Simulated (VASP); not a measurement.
A run of VASP 6.6.1:

Contents of POSCAR:

```
GaN
1.0
    0.0000000000      2.2684248875      2.2684248875
    2.2684248875      0.0000000000      2.2684248875
    2.2684248875      2.2684248875      0.0000000000
Ga N
1 1
Direct
    0.0000000000      0.0000000000      0.0000000000
    0.2500000000      0.2500000000      0.2500000000
```

INCAR.step1

```
PREC = Accurate
ENCUT = 520
ISMEAR = -1
SIGMA = 0.05
LREAL = F
LASPH = T
NELM = 80
NBANDS = 16
GGA = PE
ALGO = Normal
EDIFF = 1E-4
LWAVE = T
LCHARG = F
```

The input INCAR.step2:

```
PREC = Accurate
ENCUT = 520
EDIFF = 1E-7
ISMEAR = -1
SIGMA = 0.05
LREAL = F
LASPH = T
NELM = 80
ALGO = Normal
ISIF = 2
LWAVE = F
LCHARG = F
METAGGA = R2SCAN
LMIXTAU = T
IVDW = 12
VDW_S6 = 1.0
VDW_S8 = 0.78981345
VDW_A1 = 0.49484001
VDW_A2 = 5.73083694
NBANDS = 16
ISTART = 1
```

Contents of KPOINTS:

```
regular mesh
0
Gamma
  10 10 10
```

Potentials or basis: VASP PAW PBE potentials, release 64 (Ga_d, N).

Command:

```console
$ cat potpaw_PBE.64/Ga_d/POTCAR potpaw_PBE.64/N/POTCAR > POTCAR
$ cp INCAR.step1 INCAR
$ mpirun -np 1 vasp_std > vasp.out
$ cp INCAR.step2 INCAR
$ mpirun -np 1 vasp_std > vasp.out
```

Hardware: 1 thread of Intel Xeon 6975P-C (shared host).

Problem. Estimate the wall time of this run.

Solution. It took 56 s on 1 thread of Intel Xeon 6975P-C (shared host), peak memory 0.17 GiB. Counts: k points 47.
